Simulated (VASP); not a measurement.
# Nb (I4/mmm) in VASP: a series of runs

Runs on Nb. Level: PBEsol. Tasks: electric field gradients.

Program: VASP 6.6.1. These are calculated values, not measurements. Logs are shortened: lines on timing, memory, paths and dates and some standing lists are left out, and cuts for length are marked.

### 1 The cell of the first run

The structure is tetragonal, space group I4/mmm (No. 139). The conventional cell has a = 2.991 Å, b = 2.991 Å, c = 4.103 Å, α = 90.00°, β = 90.00°, γ = 90.00°. Nb (site symmetry 4/mmm) has 12 Nb at 2.95 to 2.99 Å within 3.9 Å.

### 2 Electric field gradients, PBEsol (zz strain of -3 %)

The input, INCAR:

```
ALGO     = Normal         # electronic algorithm
EDIFF    = 1E-8           # SCF threshold, eV
ENCUT    = 520            # plane-wave cutoff, eV
GGA      = PS             # functional
ISIF     = 2              # what is computed and relaxed
ISMEAR   = -1             # smearing method
LASPH    = True           # aspherical terms in the spheres
LCHARG   = False          # write CHGCAR
LEFG     = True         
LREAL    = False          # projectors in reciprocal space
LWAVE    = False          # write WAVECAR
NBANDS   = 12             # bands
NELM     = 80             # most SCF steps
PREC     = Accurate       # precision mode
SIGMA    = 0.08           # smearing width, eV
```

The input, KPOINTS:

```
k-points
0
Gamma
  13 13 13
```

The input, POSCAR:

```
Nb
1.0
    0.0000000000      2.1150000000      2.0515500000
    2.1150000000      0.0000000000      2.0515500000
    2.1150000000      2.1150000000      0.0000000000
Nb
1
Direct
    0.0000000000      0.0000000000      0.0000000000
```

Potentials or basis: VASP PAW PBE potentials, release 64 (Nb_sv).

Command:

```console
> cat potpaw_PBE.64/Nb_sv/POTCAR > POTCAR
> mpirun -np 1 vasp_std > vasp.out
```

OUTCAR:

```text
EDIFF = 1E-8
   ENCUT = 520
   GGA = PS
   ISIF = 2
   ISMEAR = -1
   LASPH = True
   LREAL = False
   NELM = 80
   PREC = Accurate

 ion  position               nearest neighbor table
   1  0.000  0.000  0.000-

  LATTYP: Found a body centered tetragonal cell.
 ALAT       =     2.9910616844
 C/A-ratio  =     1.3717871555

  Lattice vectors:

 A1 = (   0.0000000000,  -2.1150000000,  -2.0515500000)
 A2 = (   0.0000000000,   2.1150000000,  -2.0515500000)
 A3 = (   2.1150000000,   0.0000000000,   2.0515500000)

Analysis of symmetry for initial positions (statically):
=====================================================================
 Subroutine PRICEL returns:
 Original cell was already a primitive cell.

 Routine SETGRP: Setting up the symmetry group for a
 body centered tetragonal supercell.

 Subroutine GETGRP returns: Found 16 space group operations
 (whereof 16 operations were pure point group operations)
 out of a pool of 16 trial point group operations.

The static configuration has the point symmetry D_4h.

Analysis of symmetry for dynamics (positions and initial velocities):
=====================================================================
 Subroutine PRICEL returns:
 Original cell was already a primitive cell.

 Routine SETGRP: Setting up the symmetry group for a
 body centered tetragonal supercell.

 Subroutine GETGRP returns: Found 16 space group operations
 (whereof 16 operations were pure point group operations)
 out of a pool of 16 trial point group operations.

The dynamic configuration has the point symmetry D_4h.

 Subroutine INISYM returns: Found 16 space group operations
 (whereof 16 operations are pure point group operations),
 and found     1 'primitive' translations

----------------------------------------------------------------------------------------

                                     Primitive cell

  volume of cell :      18.3541

  direct lattice vectors                    reciprocal lattice vectors
     0.000000000  2.115000000  2.051550000    -0.236406619  0.236406619  0.243718164
     2.115000000  0.000000000  2.051550000     0.236406619 -0.236406619  0.243718164
[... 127 lines left out ...]
  free energy    TOTEN  =       -10.62918001 eV

  energy without entropy =      -10.59724126  energy(sigma->0) =      -10.61321064

 E-fermi :  11.1186     XC(G=0): -12.5343

 val. band max:       11.0969042001   @ k =  -0.3846   0.0769   0.0000
 cond. band min:      11.1200564761   @ k =   0.0000   0.0000   0.0000
 fundamental gap:      0.0231522759
 Fermi energy:        11.1185880493

 k-point     1 :       0.0000    0.0000    0.0000
  band No.  band energies     occupation
      1     -43.5250      2.00000
      2     -18.8885      2.00000
      3     -18.8885      2.00000
      4     -18.8881      2.00000
      5       4.8385      2.00000
      6      11.1201      0.99082
      7      11.1201      0.99082
      8      11.4764      0.02257
      9      13.6624      0.00000
     10      14.1349      0.00000
     11      23.0136      0.00000
     12      27.5298      0.00000
[... 331 lines left out ...]
 k-point    24 :       0.4615    0.1538    0.0000
  band No.  band energies     occupation
      1     -43.3015      2.00000
      2     -20.0287      2.00000
      3     -19.1806      2.00000
      4     -19.1513      2.00000
      5       7.8590      2.00000
      6      10.1416      1.99999
      7      11.2320      0.39024
      8      11.7035      0.00133
      9      16.1182      0.00000
     10      16.4418      0.00000
     11      22.1306      0.00000
     12      24.9237      0.00000

 [... further k-points ...]

------------------------ aborting loop because EDIFF is reached ----------------------------------------

  FORCE on cell =-STRESS in cart. coord.  units (eV):
  Direction    XX          YY          ZZ          XY          YZ          ZX
  --------------------------------------------------------------------------------------
  -------------------------------------------------------------------------------------
  Total        0.0728974      0.0728974     -0.9312371      0.0000000     -0.0000000     -0.0000000
  in kB        6.3634069      6.3634069    -81.2901693      0.0000000     -0.0000000     -0.0000000
  external PRESSURE =     -22.8544519 kB  Pullay stress =       0.0000000 kB

 VOLUME and BASIS-vectors are now :
 -----------------------------------------------------------------------------
  energy-cutoff  :      520.00
  volume of cell :       18.35
      direct lattice vectors                 reciprocal lattice vectors
     0.000000000  2.115000000  2.051550000    -0.236406619  0.236406619  0.243718164
     2.115000000  0.000000000  2.051550000     0.236406619 -0.236406619  0.243718164
     2.115000000  2.115000000  0.000000000     0.236406619  0.236406619 -0.243718164

 POSITION                                       TOTAL-FORCE (eV/Angst)
 -----------------------------------------------------------------------------------
      0.00000      0.00000      0.00000        -0.000000     -0.000000     -0.000000
 -----------------------------------------------------------------------------------
    total drift:                               -0.000000      0.000000     -0.000000

  FREE ENERGIE OF THE ION-ELECTRON SYSTEM (eV)
  ---------------------------------------------------
  free  energy   TOTEN  =       -10.6291800144 eV

  energy  without entropy=      -10.5972412614  energy(sigma->0) =      -10.61321064

 Electric field gradients (V/A^2)
---------------------------------------------------------------------
 ion       V_xx      V_yy      V_zz      V_xy      V_xz      V_yz
---------------------------------------------------------------------
   1      -9.939    -9.939    19.877     0.000    -0.000    -0.000
---------------------------------------------------------------------

 Electric field gradients after diagonalization (V/A^2)
 (convention: |V_zz| > |V_xx| > |V_yy|)
----------------------------------------------------------------------
 ion       V_xx      V_yy      V_zz     asymmetry (V_yy - V_xx)/ V_zz
----------------------------------------------------------------------
   1      -9.939    -9.939    19.877       0.000
----------------------------------------------------------------------

           NMR quadrupolar parameters

 Cq : quadrupolar parameter    Cq=e*Q*V_zz/h
 eta: asymmetry parameters     (V_yy - V_xx)/ V_zz
 Q  : nuclear electric quadrupole moment in mb (millibarn)
----------------------------------------------------------------------
 ion       Cq(MHz)       eta       Q (mb)
----------------------------------------------------------------------
   1       0.048       0.000       1.000
----------------------------------------------------------------------
```

stdout:

```text
POSCAR found type information on POSCAR Nb
 POSCAR found :  1 types and       1 ions
 scaLAPACK will be used
 -----------------------------------------------------------------------------
|                                                                             |
|                                                                             |
|     You enforced a specific xc type in the INCAR file but a different       |
|     I HOPE YOU KNOW WHAT YOU ARE DOING!                                     |
|                                                                             |
 -----------------------------------------------------------------------------

 LDA part: xc-table for (Slater+PW92), standard interpolation
 POSCAR, INCAR and KPOINTS ok, starting setup
 FFT: planning ... GRIDC
 FFT: planning ... GRID_SOFT
 FFT: planning ... GRID
 WAVECAR not read
 entering main loop
ion   1
```

Run time: 15 s. Hardware: 1 thread of Intel Xeon 6975P-C (Granite Rapids), shared host; peak memory 0.16 GiB.

Results:

* Free energy: -10.6292 eV
* Pressure: -2.3 GPa

Electric field gradients, principal values (V/Å²):
```csv
atom,least,middle,greatest (by size)
1 Nb,-9.939,-9.939,19.877
```

Caveat: the cell differs from its parent crystal (zz strain of -3 %); without QUAD_EFG the Cq values of the log hold for a quadrupole moment of 1 mb, not for the nuclei; the PAW data sets were made with another functional, which shifts forces and pressure a little.

### 3 Electric field gradients, PBEsol (zz strain of +1 %)

The input, INCAR:

```
SYSTEM = Nb
PREC = Accurate
ENCUT = 520
EDIFF = 1E-8
ISMEAR = -1
SIGMA = 0.08
LREAL = .FALSE.
LASPH = .TRUE.
NELM = 100
ALGO = Normal
ISIF = 2
LWAVE = .FALSE.
LCHARG = .FALSE.
GGA = PS
LEFG = .TRUE.
NBANDS = 12
```

The input, KPOINTS:

```
Automatic mesh
0
G
  13 13 13
  0 0 0
```

The input, POSCAR:

```
Nb
1.0
    0.0000000000      2.1150000000      2.1361500000
    2.1150000000      0.0000000000      2.1361500000
    2.1150000000      2.1150000000      0.0000000000
Nb
1
Direct
    0.0000000000      0.0000000000      0.0000000000
```

Potentials or basis: VASP PAW PBE potentials, release 64 (Nb_sv).

Command:

```console
> cat potpaw_PBE.64/Nb_sv/POTCAR > POTCAR
> mpirun -np 1 vasp_std > vasp.out
```

OUTCAR:

```text
SYSTEM = Nb
   PREC = Accurate
   ENCUT = 520
   EDIFF = 1E-8
   ISMEAR = -1
   LREAL = .FALSE.
   LASPH = .TRUE.
   NELM = 100
   ISIF = 2
   GGA = PS

 ion  position               nearest neighbor table
   1  0.000  0.000  0.000-

  LATTYP: Found a body centered tetragonal cell.
 ALAT       =     2.9910616844
 C/A-ratio  =     1.4283556980

  Lattice vectors:

 A1 = (  -2.1150000000,   0.0000000000,   2.1361500000)
 A2 = (   2.1150000000,   0.0000000000,   2.1361500000)
 A3 = (   0.0000000000,   2.1150000000,  -2.1361500000)

Analysis of symmetry for initial positions (statically):
=====================================================================
 Subroutine PRICEL returns:
 Original cell was already a primitive cell.

 Routine SETGRP: Setting up the symmetry group for a
 body centered tetragonal supercell.

 Subroutine GETGRP returns: Found 16 space group operations
 (whereof 16 operations were pure point group operations)
 out of a pool of 16 trial point group operations.

The static configuration has the point symmetry D_4h.

Analysis of symmetry for dynamics (positions and initial velocities):
=====================================================================
 Subroutine PRICEL returns:
 Original cell was already a primitive cell.

 Routine SETGRP: Setting up the symmetry group for a
 body centered tetragonal supercell.

 Subroutine GETGRP returns: Found 16 space group operations
 (whereof 16 operations were pure point group operations)
 out of a pool of 16 trial point group operations.

The dynamic configuration has the point symmetry D_4h.

 Subroutine INISYM returns: Found 16 space group operations
[... 162 lines left out ...]
     12      26.8623      0.00000
[... 331 lines left out ...]
 k-point    24 :       0.4615    0.1538    0.0000
  band No.  band energies     occupation
      1     -43.9514      2.00000
      2     -20.5594      2.00000
      3     -19.8548      2.00000
      4     -19.7720      2.00000
      5       7.4174      2.00000
      6       9.5709      1.99999
      7      10.5166      1.28622
      8      11.3744      0.00008
      9      15.2027      0.00000
     10      15.6295      0.00000
     11      21.1119      0.00000
     12      23.9640      0.00000

 [... further k-points ...]

------------------------ aborting loop because EDIFF is reached ----------------------------------------

  FORCE on cell =-STRESS in cart. coord.  units (eV):
  Direction    XX          YY          ZZ          XY          YZ          ZX
  --------------------------------------------------------------------------------------
  -------------------------------------------------------------------------------------
  Total       -1.0975357     -1.0975357     -0.8104107      0.0000000      0.0000000     -0.0000000
  in kB      -92.0124814    -92.0124814    -67.9412113      0.0000000      0.0000000     -0.0000000
  external PRESSURE =     -83.9887247 kB  Pullay stress =       0.0000000 kB

 VOLUME and BASIS-vectors are now :
 -----------------------------------------------------------------------------
  energy-cutoff  :      520.00
  volume of cell :       19.11
      direct lattice vectors                 reciprocal lattice vectors
     0.000000000  2.115000000  2.136150000    -0.236406619  0.236406619  0.234065960
     2.115000000  0.000000000  2.136150000     0.236406619 -0.236406619  0.234065960
     2.115000000  2.115000000  0.000000000     0.236406619  0.236406619 -0.234065960

 POSITION                                       TOTAL-FORCE (eV/Angst)
 -----------------------------------------------------------------------------------
      0.00000      0.00000      0.00000         0.000000      0.000000      0.000000
 -----------------------------------------------------------------------------------
    total drift:                                0.000000      0.000000      0.000000

  FREE ENERGIE OF THE ION-ELECTRON SYSTEM (eV)
  ---------------------------------------------------
  free  energy   TOTEN  =       -10.5951810684 eV

  energy  without entropy=      -10.5620677087  energy(sigma->0) =      -10.57862439

 Electric field gradients (V/A^2)
---------------------------------------------------------------------
 ion       V_xx      V_yy      V_zz      V_xy      V_xz      V_yz
---------------------------------------------------------------------
   1       2.773     2.773    -5.546     0.000     0.000     0.000
---------------------------------------------------------------------

 Electric field gradients after diagonalization (V/A^2)
 (convention: |V_zz| > |V_xx| > |V_yy|)
----------------------------------------------------------------------
 ion       V_xx      V_yy      V_zz     asymmetry (V_yy - V_xx)/ V_zz
----------------------------------------------------------------------
   1       2.773     2.773    -5.546       0.000
----------------------------------------------------------------------

           NMR quadrupolar parameters

 Cq : quadrupolar parameter    Cq=e*Q*V_zz/h
 eta: asymmetry parameters     (V_yy - V_xx)/ V_zz
 Q  : nuclear electric quadrupole moment in mb (millibarn)
----------------------------------------------------------------------
 ion       Cq(MHz)       eta       Q (mb)
----------------------------------------------------------------------
   1      -0.013       0.000       1.000
----------------------------------------------------------------------
```

OSZICAR:

```text
N       E                     dE             d eps       ncg     rms          rms(c)
DAV:   1     0.114237711365E+03    0.11424E+03   -0.72162E+03  4704   0.107E+03
DAV:   2    -0.634698618450E+01   -0.12058E+03   -0.11638E+03  5108   0.383E+02
DAV:   3    -0.108751162947E+02   -0.45281E+01   -0.43382E+01  6796   0.646E+01
DAV:   4    -0.111568066272E+02   -0.28169E+00   -0.27964E+00  6612   0.149E+01
DAV:   5    -0.111676815848E+02   -0.10875E-01   -0.10870E-01  7008   0.243E+00    0.670E+00
DAV:   6    -0.106583598049E+02    0.50932E+00   -0.77393E-01  7512   0.106E+01    0.233E+00
DAV:   7    -0.105922921199E+02    0.66068E-01   -0.21995E-01  7756   0.557E+00    0.102E+00
DAV:   8    -0.105951264440E+02   -0.28343E-02   -0.13261E-02  5620   0.149E+00    0.469E-02
DAV:   9    -0.105951660869E+02   -0.39643E-04   -0.83292E-04  7868   0.313E-01    0.308E-02
DAV:  10    -0.105951815327E+02   -0.15446E-04   -0.15270E-05  5672   0.474E-02    0.125E-02
DAV:  11    -0.105951810829E+02    0.44977E-06   -0.83213E-06  6548   0.448E-02    0.215E-03
DAV:  12    -0.105951811339E+02   -0.51005E-07   -0.73475E-07  6988   0.788E-03    0.714E-04
DAV:  13    -0.105951810657E+02    0.68221E-07   -0.14061E-08  5500   0.113E-03    0.223E-04
DAV:  14    -0.105951810684E+02   -0.27078E-08   -0.37403E-09  3620   0.634E-04
   1 F= -.10595181E+02 E0= -.10578624E+02  d E =-.331134E-01
```

It took 14 s on 1 thread of Intel Xeon 6975P-C (Granite Rapids), shared host; peak memory 0.17 GiB.

Results:

* Free energy: -10.5952 eV
* Pressure: -8.4 GPa

Electric field gradients, principal values (V/Å²):
```csv
atom,least,middle,greatest (by size)
1 Nb,2.773,2.773,-5.546
```

Caveat: the cell differs from its parent crystal (zz strain of +1 %); without QUAD_EFG the Cq values of the log hold for a quadrupole moment of 1 mb, not for the nuclei; the PAW data sets were made with another functional, which shifts forces and pressure a little.

(Part 1 of 2 ends here.)
